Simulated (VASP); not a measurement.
Sc:

```
Sc
1.0
     0.00000    2.26000    2.26000
     2.26000    0.00000    2.26000
     2.26000    2.26000    0.00000
Sc
1
Cartesian
  0.0000 0.0000 0.0000
```

This isn't the form of Sc at room conditions, which is hcp.

Base run:

* Program: VASP 6.6.1
* Functional: LDA
* Potentials or basis: VASP PAW LDA potentials, release 64 (Sc_sv)
* Cutoff: 520 eV
* k mesh: 13 × 13 × 13
* Occupations: fermi-dirac, width 0.03 eV
* Spin: collinear spin
* Starting moments: [0.6] μB
* Fixed moment: 0.6 μB

Its results: pressure -0.7 GPa; site moments Sc +0.36 μB.

Question: The run is repeated on the same cell with these changes: fixed moment from 0.6 μB to 0.9 μB; moments at the start from [0.6] to [0.9]. What comes out?

Answer: Pressure 0.3 GPa; site moments Sc +0.55 μB.

Caveats: the total moment is fixed, so each spin has its own Fermi level.
